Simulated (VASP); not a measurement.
A run of VASP 6.6.1 is set up as follows.

The input INCAR:

```
SYSTEM = AlPt
ALGO = Fast
EDIFF = 1E-7
ENCUT = 520
GGA = PS
ISIF = 2
ISMEAR = 0
LASPH = .TRUE.
LCHARG = .FALSE.
LREAL = .FALSE.
LWAVE = .FALSE.
NBANDS = 36
NELM = 80
PREC = Accurate
SIGMA = 0.1
```

KPOINTS

```
k-points
0
G
  8 8 8
  0 0 0
```

The input POSCAR:

```
AlPt
1.0
    4.8193242334      0.0000000000      0.0000000000
    0.0000000000      4.8193242334      0.0000000000
    0.0000000000      0.0000000000      4.8193242334
Al Pt
4 4
Direct
    0.8444265974      0.8444265974      0.8444265974
    0.6555734026      0.1555734026      0.3444265974
    0.3444265974      0.6555734026      0.1555734026
    0.1555734026      0.3444265974      0.6555734026
    0.1539989666      0.1539989666      0.1539989666
    0.3460010334      0.8460010334      0.6539989666
    0.6539989666      0.3460010334      0.8460010334
    0.8460010334      0.6539989666      0.3460010334
```

Potentials or basis: VASP PAW PBE potentials, release 64 (Al, Pt).

Run with:

```bash
$ cat potpaw_PBE.64/Al/POTCAR potpaw_PBE.64/Pt/POTCAR > POTCAR
$ mpirun -np 1 vasp_std > vasp.out
```

(1) Predict the band gap on the k mesh.

(2) Predict the largest force.

(3) What does it give for the pressure?

Results:

(1) zero (band 26 reaches 11.30 eV, above the bottom of band 27 at 10.15 eV).

(2) 0.010 eV/Å.

(3) 6.5 GPa.

Caveat: the PAW data sets were made with another functional, which shifts forces and pressure a little; spin-orbit coupling is left out, which moves the levels of the heavy elements.
